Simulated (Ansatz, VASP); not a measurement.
## One calculation of GaC, two programs

Contents of INCAR:

```
SYSTEM = GaC
  ALGO = Normal
  EDIFF = 1E-7
  EDIFFG = -0.01
  ENCUT = 600
  GGA = PE
  GGA_COMPAT = .False.
  IBRION = 2
  ISIF = 3
  ISMEAR = 0
  LASPH = .True.
  LCHARG = .False.
  LREAL = .False.
  LWAVE = .False.
  NELM = 120
  NELMIN = 4
  NSW = 100
  PREC = Accurate
  SIGMA = 0.1
```

The input KPOINTS:

```
k-points
0
Gamma
  18 18 8
  0 0 0
```

POSCAR

```
GaC
1.0
    3.2657620271      0.0000000000      0.0000000000
   -1.6328810135      2.8282328782      0.0000000000
    0.0000000000      0.0000000000      5.5986663410
Ga C
2 2
Direct
    0.3333333333      0.6666666667      0.0123080289
    0.6666666667      0.3333333333      0.5123080289
    0.3333333333      0.6666666667      0.3697919711
    0.6666666667      0.3333333333      0.8697919711
```

Input for Ansatz:

```yaml
crystal:
  lattice:
    - [3.2657620271, 0.0, 0.0]
    - [-1.6328810135, 2.8282328782, 0.0]
    - [0.0, 0.0, 5.598666341]
  atoms:
    - { symbol: Ga, position: [0.3333333333, 0.6666666667, 0.0123080289] }
    - { symbol: Ga, position: [0.6666666667, 0.3333333333, 0.5123080289] }
    - { symbol: C, position: [0.3333333333, 0.6666666667, 0.3697919711] }
    - { symbol: C, position: [0.6666666667, 0.3333333333, 0.8697919711] }
basis:
  ecutwfc: 420
kpoints:
  mp_grid: { grid: [18, 18, 8] }
hamiltonian:
  xc: pbe
scf:
  occupations: { method: gaussian, width: 0.1 }
output:
  forces: true
  stress: true
  eigenvalues: true
relax:
  adjacent_minimum: "off"
  f_tol: 0.01
  max_steps: 80
  cell: { stress_tol: 0.05 }
```

Alike in both runs: task relaxation of cell and atoms; functional PBE; k mesh 18 × 18 × 8; occupations gaussian, width 0.1 eV; no spin polarisation.

|  | VASP | Ansatz |
| --- | --- | --- |
| version | VASP 6.6.1 | Ansatz 0.2.0 |
| potentials or method | VASP PAW PBE potentials, release 64 (Ga_d, C), cutoff 600 eV | scalar-relativistic, plane waves, PAW |
| valence electrons in the cell | 34 | 34 |

VASP gave:

```
gap on the k mesh at the Fermi level, each at its own relaxed structure (eV) : none
relaxed volume (Å³/atom)                                                     : 12.91
relaxed length of the cell vector where the two differ most in proportion (Å)              : 5.616
```

Problem. Estimate Ansatz's values.

Solution. gap on the k mesh at the Fermi level, each at its own relaxed structure (eV): none; relaxed volume (Å³/atom): 12.91; relaxed length of the cell vector where the two differ most in proportion (Å): 5.615.

A gap of «none» marks a metal or a gap that the smearing closes.
